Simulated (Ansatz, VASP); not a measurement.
**Al2Cu: VASP beside Ansatz**

```
Al Cu
1.0
     4.10518    0.00000    0.00000
     0.00000    4.10518    0.00000
     0.00000    0.00000    2.89131
Al Cu
2 1
Direct
  0.50000 0.00000 0.50000
  0.00000 0.50000 0.50000
  0.00000 0.00000 0.00000
```

Alike in both runs: task single point; functional PBE; k mesh 10 × 10 × 14; occupations fermi-dirac, width 0.01 eV; no spin polarisation.

```csv
,VASP,Ansatz
version,VASP 6.6.1,Ansatz 0.2.0
potentials or method,"VASP PAW PBE potentials, release 64 (Al, Cu), cutoff 520 eV","scalar-relativistic, plane waves, PAW"
valence electrons in the cell,17,25
```

```csv
,VASP,Ansatz,Ansatz less VASP
gap on the k mesh at the Fermi level (eV),none,none,-
pressure (GPa),0.5,0.5,+0.01
"traceless stress, the component that is largest in VASP (GPa)",-0.30,-0.27,+0.024
```

A gap of «none» marks a metal or a gap that the smearing closes. The functional is the same, so the differences come from potentials, cutoffs and numerics. VASP's potentials hold 17 valence electrons a cell and Ansatz's 25, so a difference there can come from the potentials and not from the codes.
